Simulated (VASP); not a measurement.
Wanted: the native input for a VASP 6.6.1 run.

* Task: electric field gradients
* Functional: PBE
* Potentials or basis: VASP PAW PBE potentials, release 64 (Ti_sv)
* Cutoff: 520 eV
* k mesh: 14 × 14 × 14
* Occupations: fermi-dirac, width 0.05 eV
* Spin: no spin polarisation
* Dipole correction: no
* Further INCAR settings: ALGO = Normal; EDIFF = 1e-08; NBANDS = 12

The structure of Ti lies in POSCAR:

```
Ti
1.0
   -1.6738200000      1.6738200000      1.6410000000
    1.6738200000     -1.6738200000      1.6410000000
    1.6738200000      1.6738200000     -1.6410000000
Ti
1
Direct
    0.0000000000      0.0000000000      0.0000000000
```

This cell differs from its parent crystal: equal xx and yy strain of +2 %.

The input as run:

INCAR

```
PREC = Accurate
ENCUT = 520
EDIFF = 1E-8
ISMEAR = -1
SIGMA = 0.05
LREAL = F
LASPH = T
NELM = 60
ALGO = Normal
ISIF = 2
LWAVE = F
LCHARG = F
GGA = PE
LEFG = T
NBANDS = 12
```

KPOINTS

```
regular mesh
0
Gamma
  14 14 14
```

Potentials or basis: VASP PAW PBE potentials, release 64 (Ti_sv).

Run with:

```console
$ cat potpaw_PBE.64/Ti_sv/POTCAR > POTCAR
$ mpirun -np 1 vasp_std > vasp.out
```

It gave:

```
Pressure               : -6.2 GPa
Band gap on the k mesh : zero (band 6 reaches 8.44 eV, above the bottom of band 7 at 6.90 eV)
```

Caveat: the cell differs from its parent crystal (equal xx and yy strain of +2 %); without QUAD_EFG the Cq values of the log hold for a quadrupole moment of 1 mb, not for the nuclei.

Wall time 33 s on 1 thread of Intel(R) Xeon(R) Platinum 8488C (Sapphire Rapids), with other jobs on the host, peak memory 0.17 GiB.
